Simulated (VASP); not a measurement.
A run of VASP 6.6.1 is set up as follows.

Contents of INCAR:

```
SYSTEM = I
PREC = Accurate
ENCUT = 600
EDIFF = 1E-6
ISMEAR = -1
SIGMA = 0.1
LREAL = .False.
LASPH = .True.
NELM = 100
ALGO = Normal
ISIF = 3
LWAVE = .False.
LCHARG = .False.
GGA = CA
IBRION = 2
NSW = 80
EDIFFG = -0.002
PSTRESS = 320.0
```

File KPOINTS:

```
Automatic mesh
0
Gamma
  20 20 20
  0 0 0
```

POSCAR

```
I
1.0
   -1.4604801459      1.4985119933      2.5277372127
    1.4604801459     -1.4985119933      2.5277372127
    1.4604801459      1.4985119933     -2.5277372127
I
1
Direct
    0.0000000000      0.0000000000      0.0000000000
```

Potentials or basis: VASP PAW LDA potentials, release 64 (I).

The run is started by

```sh
$ cat potpaw_LDA.64/I/POTCAR > POTCAR
$ mpirun -np 1 vasp_std > vasp.out
```

(1) Estimate the relaxed volume.

(2) Predict the space group after relaxing (to 0.1 Å).

(3) Estimate the relaxed cell.

(4) Estimate the band gap on the k mesh.

Results:

(1) 22.06 Å³/atom.

(2) I4/mmm (No. 139).

(3) a = 3.258 Å, b = 3.258 Å, c = 3.258 Å, α = 125.57°, β = 125.57°, γ = 80.60°.

(4) zero (an odd number of electrons rules out a gap without spin polarisation).

Caveat: the cell is relaxed towards a set pressure, so the run minimises the enthalpy, not the energy; spin-orbit coupling is left out, which moves the levels of the heavy elements; an odd number of electrons without spin polarisation forces a metal; a magnetic or distorted state may lie lower.
